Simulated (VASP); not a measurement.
# LiTi12 (a cell with a defect): single point with PBE

LiTi12 (a cell with a defect):

```
Ti Li
1.0
     5.90000    0.00000    0.00000
    -4.42500    7.66432    0.00000
     0.00000    0.00000    4.68460
Ti Li
12 1
Direct
  0.01119 0.04785 0.96104
  0.15450 0.21013 0.46185
  0.88287 0.30878 0.12447
  0.24346 0.60158 0.48508
  0.01322 0.67487 0.94779
  0.11106 0.87466 0.46301
  0.45817 0.95483 0.95741
  0.68422 0.22172 0.58112
  0.49286 0.28951 0.05187
  0.68256 0.54345 0.49673
  0.58830 0.70381 0.98213
  0.69438 0.90239 0.47086
  0.21395 0.39308 0.86861
```

```
Program             : VASP 6.6.1
Task                : single point
Functional          : PBE
Potentials or basis : VASP PAW PBE potentials, release 64 (Ti_sv, Li_sv)
Cutoff              : 520 eV
k mesh              : 3 × 2 × 4
Occupations         : fermi-dirac, width 0.1 eV
Spin                : no spin polarisation
```

- Largest force: 1.571 eV/Å
- Band gap on the k mesh: zero (an odd number of electrons rules out a gap without spin polarisation)

Forces on the atoms (eV/Å):
```
Ti  -0.047 -1.546 -0.275
Ti   0.679  0.211  0.137
Ti   0.245  0.418 -0.378
Ti  -0.856 -0.259 -0.661
Ti   0.265 -1.019  0.672
Ti   0.844  0.960 -0.278
Ti  -0.133  0.738  0.371
Ti  -0.342 -0.359  0.471
Ti  -0.587  0.507  0.241
Ti  -0.050 -0.267 -0.328
Ti  -0.148 -0.524  0.143
Ti  -0.518  0.006  0.007
Li   0.647  1.133 -0.123
```

Levels at points of the mesh, in eV from the Fermi level:
| k point | band 70 | band 71 | band 72 | band 73 | band 74 | band 75 | band 76 | band 77 |
| --- | --- | --- | --- | --- | --- | --- | --- | --- |
| (0.00, 0.00, 0.00) | -0.39 | -0.31 | -0.20 | -0.06 | 0.13 | 0.32 | 0.40 | 0.51 |
| (0.00, 0.50, 0.00) | -0.40 | -0.25 | -0.22 | -0.04 | 0.07 | 0.09 | 0.28 | 0.43 |
| (0.00, 0.00, 0.50) | -0.29 | -0.23 | -0.20 | -0.11 | 0.05 | 0.12 | 0.21 | 0.42 |
| (0.00, 0.50, 0.50) | -0.38 | -0.31 | -0.19 | -0.06 | 0.02 | 0.17 | 0.29 | 0.40 |

It took 18 min on 1 thread of Intel(R) Xeon(R) Platinum 8375C CPU @ 2.90GHz (Ice Lake), on a shared host, peak memory 0.41 GiB.

Caveat: the k points lie up to 0.41 Å⁻¹ apart, too coarse for converged energies and pressures of a metal.
